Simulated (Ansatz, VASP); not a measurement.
Two plane-wave programs on W

File INCAR:

```
PREC = Accurate ; ENCUT = 520
EDIFF = 1E-6 ; ISMEAR = 0
SIGMA = 0.05 ; LREAL = False
LASPH = True ; NELM = 100
ALGO = Normal ; ISIF = 2
LWAVE = False ; LCHARG = False
GGA = PE ; NBANDS = 13
```

KPOINTS

```
regular mesh
0
Gamma
  20 20 20
```

The input POSCAR:

```
W
1.0
   -1.5823450000      1.5823450000      1.5823450000
    1.5823450000     -1.5823450000      1.5823450000
    1.5823450000      1.5823450000     -1.5823450000
W
1
Direct
    0.0000000000      0.0000000000      0.0000000000
```

Input for Ansatz:

```yaml
crystal:
  lattice:
    - [-1.582345, 1.582345, 1.582345]
    - [1.582345, -1.582345, 1.582345]
    - [1.582345, 1.582345, -1.582345]
  atoms:
    - { symbol: W, position: [0.0, 0.0, 0.0] }
basis:
  ecutwfc: 420
  ecutrho_ratio: 4
kpoints:
  mp_grid: { grid: [20, 20, 20] }
hamiltonian:
  xc: pbe
scf:
  occupations: { method: gaussian, width: 0.05 }
output:
  forces: true
  stress: true
  eigenvalues: true
```

Alike in both runs: task single point; functional PBE; k mesh 20 × 20 × 20; occupations gaussian, width 0.05 eV; no spin polarisation.

|  | VASP | Ansatz |
| --- | --- | --- |
| version | VASP 6.6.1 | Ansatz 0.2.0 |
| potentials or method | VASP PAW PBE potentials, release 64 (W_sv), cutoff 520 eV | scalar-relativistic, plane waves, PAW |
| valence electrons in the cell | 14 | 14 |

|  | VASP | Ansatz | Ansatz less VASP |
| --- | --- | --- | --- |
| gap on the k mesh at the Fermi level (eV) | none | none | - |
| pressure (GPa) | 6.2 | 5.6 | -0.55 |

A gap of «none» marks a metal or a gap that the smearing closes.

Spin-orbit coupling is off throughout.
